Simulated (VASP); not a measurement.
# CO2 (I-42d) in VASP: single point with LDA

Aim: the single point of CO2 with LDA.

Everything below comes from runs of VASP 6.6.1. Logs are shortened: lines on timing, memory, paths and dates and some standing lists are left out, and cuts for length are marked.

## 1. The cell of the first run

Symmetry: I-42d, No. 122, tetragonal system. Conventional cell: a = 3.949 Å, b = 3.949 Å, c = 6.028 Å, α = 90.00°, β = 90.00°, γ = 90.00°. C (site symmetry -4) has 4 O at 1.40 Å within 1.9 Å. O (site symmetry 2) has 2 C at 1.40 Å within 1.9 Å.

## 2. Single point, LDA

INCAR

```
PREC     = Accurate       # precision mode
ENCUT    = 910            # plane-wave cutoff, eV
EDIFF    = 1E-6           # SCF threshold, eV
ISMEAR   = 0              # smearing method
SIGMA    = 0.01           # smearing width, eV
LREAL    = F              # projectors in reciprocal space
LASPH    = T              # aspherical terms in the spheres
NELM     = 120            # most SCF steps
ALGO     = Normal         # electronic algorithm
ISIF     = 2              # what is computed and relaxed
LWAVE    = F              # write WAVECAR
LCHARG   = F              # write CHGCAR
NBANDS   = 25             # bands
GGA_COMPAT= F
```

KPOINTS

```
Automatic mesh
0
Gamma
  6 6 6
```

POSCAR

```
CO2
1.0
   -1.9747300000      1.9747300000      3.0140600000
    1.9747300000     -1.9747300000      3.0140600000
    1.9747300000      1.9747300000     -3.0140600000
C O
2 4
Direct
    0.7500000000      0.2500000000      0.5000000000
    0.0000000000      0.0000000000      0.0000000000
    0.7098000000      0.1250000000      0.0848000000
    0.0402000000      0.6250000000      0.9152000000
    0.3750000000      0.2902000000      0.4152000000
    0.8750000000      0.9598000000      0.5848000000
```

Potentials or basis: VASP PAW LDA potentials, release 64 (C_h, O_h).

On the command line:

```
> cat potpaw_LDA.64/C_h/POTCAR potpaw_LDA.64/O_h/POTCAR > POTCAR
> mpirun -np 1 vasp_std > vasp.out
```

OUTCAR:

```text
PREC = Accurate
   ENCUT = 910
   EDIFF = 1E-6
   ISMEAR = 0
   LREAL = F
   LASPH = T
   NELM = 120
   ISIF = 2

 ion  position               nearest neighbor table
   1  0.750  0.250  0.500-   3 1.40   4 1.40   5 1.40   6 1.40
   2  0.000  0.000  0.000-   3 1.40   4 1.40   5 1.40   6 1.40
   3  0.710  0.125  0.085-   1 1.40   2 1.40
   4  0.040  0.625  0.915-   1 1.40   2 1.40
   5  0.375  0.290  0.415-   1 1.40   2 1.40
   6  0.875  0.960  0.585-   1 1.40   2 1.40

  LATTYP: Found a body centered tetragonal cell.
 ALAT       =     3.9494600000
 C/A-ratio  =     1.5263149899

  Lattice vectors:

 A1 = (  -1.9747300000,   1.9747300000,   3.0140600000)
 A2 = (   1.9747300000,  -1.9747300000,   3.0140600000)
 A3 = (   1.9747300000,   1.9747300000,  -3.0140600000)

Analysis of symmetry for initial positions (statically):
=====================================================================
 Subroutine PRICEL returns:
 Original cell was already a primitive cell.

 Routine SETGRP: Setting up the symmetry group for a
 body centered tetragonal supercell.

 Subroutine GETGRP returns: Found  8 space group operations
 (whereof  4 operations were pure point group operations)
 out of a pool of 16 trial point group operations.

The static configuration has the point symmetry S_4 .
 The point group associated with its full space group is D_2d.

Analysis of symmetry for dynamics (positions and initial velocities):
=====================================================================
 Subroutine PRICEL returns:
 Original cell was already a primitive cell.

 Routine SETGRP: Setting up the symmetry group for a
 body centered tetragonal supercell.

 Subroutine GETGRP returns: Found  8 space group operations
 (whereof  4 operations were pure point group operations)
 out of a pool of 16 trial point group operations.

The dynamic configuration has the point symmetry S_4 .
 The point group associated with its full space group is D_2d.

 Subroutine INISYM returns: Found  8 space group operations
 (whereof  4 operations are pure point group operations),
 and found     1 'primitive' translations

----------------------------------------------------------------------------------------

                                     Primitive cell

  volume of cell :      47.0140
[... 91 lines left out ...]
   ISPIN  =      1    spin polarized calculation?
   LNONCOLLINEAR =      F non collinear calculations
   LSORBIT =      F    spin-orbit coupling
   LASPH  =      T    aspherical Exc in radial PAW
   ENCUT  =  910.0 eV  66.88 Ry    8.18 a.u.  10.11 10.11 10.11*2*pi/ulx,y,z
   NELM   =    120;   NELMIN=  2; NELMDL= -5     # of ELM steps
   EDIFF  = 0.1E-05   stopping-criterion for ELM
   LREAL  =      F    real-space projection
   EDIFFG = 0.1E-04   stopping-criterion for IOM
   NSW    =      0    number of steps for IOM
   IBRION =     -1    ionic relax: 0-MD 1-quasi-New 2-CG
   NFREE  =      0    steps in history (QN), initial steepest desc. (CG)
   ISIF   =      2    stress and relaxation
   ISYM   =      2    0-nonsym 1-usesym 2-fastsym
   POTIM  = 0.5000    time-step for ionic-motion
   TEBEG  =    0.0;   TEEND  =   0.0 temperature during run
   PSTRESS=    0.0 pullay stress
   NELECT =      32.0000    total number of electrons
   NUPDOWN=      -1.0000    fix difference up-down
   EMIN   =  10.00;   EMAX   =-10.00  energy-range for DOS
   EFERMI =   0.00;   METHOD = LEGACY
   ISMEAR =     0;   SIGMA  =   0.01  broadening in eV -4-tet -1-fermi 0-gaus
   EFERMI_NEDOS =   21; number of points for ismear=-14 and -15
   IALGO  =     38    algorithm
   IMIX   =      4    mixing-type and parameters
     AMIX     =   0.40;   BMIX     =  1.00
     AMIX_MAG =   1.60;   BMIX_MAG =  1.00
  volume/ion in A,a.u.               =       7.84        52.88
  Fermi-wavevector in a.u.,A,eV,Ry     =   1.440066  2.721330 28.215625  2.073790
  Thomas-Fermi vector in A             =   2.558852
   LORBIT       =      0    0 simple, 1 ext, 2 COOP (PROOUT), +10 PAW based schemes
   GGA     = CA    functional components
   LHFCALC =     F    Hartree Fock is set to
   AEXX    =    0.0000 exact exchange contribution
   IVDW    =     0    specifies the selected vdW correction
   LEPSILON=     F    determine dielectric tensor
   LRPA    =     F    only Hartree local field effects (RPA)
 non-spin polarized calculation
 Gauss-broadening in eV      SIGMA  =   0.01
  energy-cutoff  :      910.00
  volume of cell :       47.01
 maximum number of plane-waves:      2970
   NGX = 21   NGY = 21   NGZ = 21

 number of electron      31.9999998 magnetization

 Free energy of the ion-electron system (eV)
  ---------------------------------------------------
  ext. energy  EPLUGINS =         0.00000000
  ---------------------------------------------------
  free energy    TOTEN  =       -49.28486414 eV

  energy without entropy =      -49.28486414  energy(sigma->0) =      -49.28486414

 E-fermi :   2.9234     XC(G=0): -11.7356

 val. band max:        2.8673862832   @ k =   0.5000   0.0000  -0.0000
 cond. band min:      10.3058352666   @ k =   0.0000   0.0000   0.0000
 fundamental gap:      7.4384489834
 Fermi energy:         2.9233598442

 k-point     1 :       0.0000    0.0000    0.0000
  band No.  band energies     occupation
      1     -20.8531      2.00000
      2     -15.7265      2.00000
      3     -15.7265      2.00000
      4     -15.1040      2.00000
      5     -11.5882      2.00000
      6      -6.8052      2.00000
[... 661 lines left out ...]
     24      17.0169      0.00000
     25      17.2555      0.00000

 [... further k-points ...]
[... 5 lines left out ...]
  --------------------------------------------------------------------------------------
  -------------------------------------------------------------------------------------
  Total       -3.9033896     -3.9033896     -4.1821291      0.0000000      0.0000000      0.0000000
  in kB     -133.0225135   -133.0225135   -142.5215994      0.0000000      0.0000000      0.0000000
  external PRESSURE =    -136.1888755 kB  Pullay stress =       0.0000000 kB

 VOLUME and BASIS-vectors are now :
 -----------------------------------------------------------------------------
  energy-cutoff  :      910.00
  volume of cell :       47.01
      direct lattice vectors                 reciprocal lattice vectors
    -1.974730000  1.974730000  3.014060000     0.000000000  0.253199172  0.165889199
     1.974730000 -1.974730000  3.014060000     0.253199172  0.000000000  0.165889199
     1.974730000  1.974730000 -3.014060000     0.253199172  0.253199172  0.000000000

 POSITION                                       TOTAL-FORCE (eV/Angst)
 -----------------------------------------------------------------------------------
      0.00000      1.97473      1.50703         0.000000     -0.000000      0.000000
      0.00000      0.00000      0.00000         0.000000     -0.000000      0.000000
     -0.98737      1.32228      2.26055         0.000000      0.471727     -0.000000
      2.96210      0.65245     -0.75352         0.000000     -0.471727      0.000000
      0.65245      0.98737      0.75351        -0.471727     -0.000000      0.000000
      1.32228      0.98736      3.76757         0.471727     -0.000000     -0.000000
 -----------------------------------------------------------------------------------
    total drift:                               -0.000001     -0.000001     -0.000001

  FREE ENERGIE OF THE ION-ELECTRON SYSTEM (eV)
  ---------------------------------------------------
  free  energy   TOTEN  =       -49.2848641399 eV

  energy  without entropy=      -49.2848641399  energy(sigma->0) =      -49.28486414
```

OSZICAR:

```text
N       E                     dE             d eps       ncg     rms          rms(c)
DAV:   1     0.258604944140E+03    0.25860E+03   -0.25117E+04  1500   0.197E+03
DAV:   2    -0.310651711108E+02   -0.28967E+03   -0.26946E+03  2156   0.367E+02
DAV:   3    -0.520214036532E+02   -0.20956E+02   -0.20726E+02  2018   0.998E+01
DAV:   4    -0.522956522435E+02   -0.27425E+00   -0.27353E+00  1895   0.120E+01
DAV:   5    -0.523011619172E+02   -0.55097E-02   -0.54984E-02  2014   0.163E+00    0.124E+01
DAV:   6    -0.493978065507E+02    0.29034E+01   -0.60701E+00  1971   0.197E+01    0.473E+00
DAV:   7    -0.493331879904E+02    0.64619E-01   -0.68599E-01  1924   0.598E+00    0.271E+00
DAV:   8    -0.492887712598E+02    0.44417E-01   -0.81333E-02  1967   0.273E+00    0.479E-01
DAV:   9    -0.492850867174E+02    0.36845E-02   -0.15506E-02  2000   0.111E+00    0.182E-01
DAV:  10    -0.492849159012E+02    0.17082E-03   -0.17876E-03  2004   0.352E-01    0.659E-02
DAV:  11    -0.492848629401E+02    0.52961E-04   -0.23387E-04  1948   0.124E-01    0.131E-02
DAV:  12    -0.492848642875E+02   -0.13474E-05   -0.19675E-05  2023   0.375E-02    0.372E-03
DAV:  13    -0.492848641399E+02    0.14757E-06   -0.81626E-07  1434   0.796E-03
   1 F= -.49284864E+02 E0= -.49284864E+02  d E =-.307839E-17
```

Wall time 2.2 min (1 thread of AMD EPYC 7R43 (Zen 3), shared host); peak memory 0.18 GiB.

What came out:

| Item | Value |
| --- | --- |
| Free energy | -49.2849 eV |
| Pressure | -13.6 GPa |
| Largest force | 0.472 eV/Å |
| Band gap on the k mesh | 7.44 eV (least direct gap 7.92 eV) |

Forces on the atoms (eV/Å):
```
C    0.000  0.000  0.000
C    0.000  0.000  0.000
O    0.000  0.472  0.000
O    0.000 -0.472  0.000
O   -0.472  0.000  0.000
O    0.472  0.000  0.000
```

Stress tensor (GPa, compression positive):
```
-13.30   0.00   0.00
  0.00 -13.30   0.00
  0.00   0.00 -14.25
```

Caveat: the cutoff is under 1.25 times the usual one of these potentials, so pressure, stress and relaxed cells hold a basis-set (Pulay) error; the cell stands under tension.
